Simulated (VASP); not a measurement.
Crystal: TiB6.

```
Ti B
1.0
     3.93811    0.00000    0.00000
     0.00000    3.93811    0.00000
     0.00000    0.00000    3.93811
Ti B
1 6
Direct
  0.00000 0.00000 0.00000
  0.79856 0.50000 0.50000
  0.20144 0.50000 0.50000
  0.50000 0.50000 0.79856
  0.50000 0.50000 0.20144
  0.50000 0.20144 0.50000
  0.50000 0.79856 0.50000
```

```yaml
Program: VASP 6.6.1
Task: relaxation of cell and atoms
Functional: PBE
Potentials_or_basis: VASP PAW PBE potentials, release 64 (Ti_sv, B)
Cutoff: 600 eV
k_mesh: 4 × 4 × 4
Occupations: gaussian, width 0.1 eV
Spin: no spin polarisation
```

At the start: pressure 17.9 GPa; volume 8.73 Å³/atom.

Q: Where does the relaxation end?

A: Over 8 steps the energy falls by 50.5 meV/atom and the volume is 9.50 Å³/atom (+8.9 %); space group Pm-3m (No. 221, to 0.05 Å).

Step by step:
```tsv
step	energy change (eV)	largest force (eV/Å)	pressure (GPa)	volume (Å³)
1	0.0000	1.7139	17.91	61.08
2	0.9382	5.5339	-6.02	70.11
3	-0.2516	0.9974	7.38	63.66
4	-0.2890	0.3111	-6.19	69.47
5	-0.3521	0.1835	-0.68	66.79
6	-0.3521	0.1968	-0.55	66.73
7	-0.3484	0.3262	1.33	66.13
8	-0.3538	0.0119	0.12	66.51
```

Final structure:
```
Ti B
1.0
     4.05163    0.00000    0.00000
     0.00000    4.05163    0.00000
     0.00000    0.00000    4.05163
Ti B
1 6
Direct
  0.00000 0.00000 0.00000
  0.80213 0.50000 0.50000
  0.19787 0.50000 0.50000
  0.50000 0.50000 0.80213
  0.50000 0.50000 0.19787
  0.50000 0.19787 0.50000
  0.50000 0.80213 0.50000
```

Caveat: the k points lie up to 0.39 Å⁻¹ apart in the final cell.
